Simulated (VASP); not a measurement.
A run of VASP 6.6.1 is set up as follows.

Contents of INCAR:

```
ALGO = Normal
EDIFF = 1E-7
ENCUT = 520
GGA = PE
ISIF = 2
ISMEAR = -4
ISYM = 0
LASPH = T
LCHARG = T
LELF = T
LREAL = F
LVHAR = T
LWAVE = F
NBANDS = 15
NELM = 80
PREC = Accurate
SIGMA = 0.1
```

Contents of KPOINTS:

```
k-points
0
Gamma
  5 4 4
```

POSCAR

```
CaSe
1.0
    0.0000000000      2.9702381052      2.9702381052
    2.9702381052      0.0000000000      2.9702381052
    2.9702381052      2.9702381052      0.0000000000
Ca Se
1 1
Direct
    0.0000000000      0.0000000000      0.0000000000
    0.5000000000      0.5000000000      0.5000000000
```

Potentials or basis: VASP PAW PBE potentials, release 64 (Ca_sv, Se).

Launch:

```bash
$ cat potpaw_PBE.64/Ca_sv/POTCAR potpaw_PBE.64/Se/POTCAR > POTCAR
$ mpirun -np 1 vasp_std > vasp.out
```

(1) Estimate the band gap on the k mesh.

(2) What does it give for the pressure?

Answers

(1) 2.05 eV, indirect (least direct gap 2.97 eV).

(2) 0.7 GPa.

Caveat: the k points lie up to 0.46 Å⁻¹ apart.
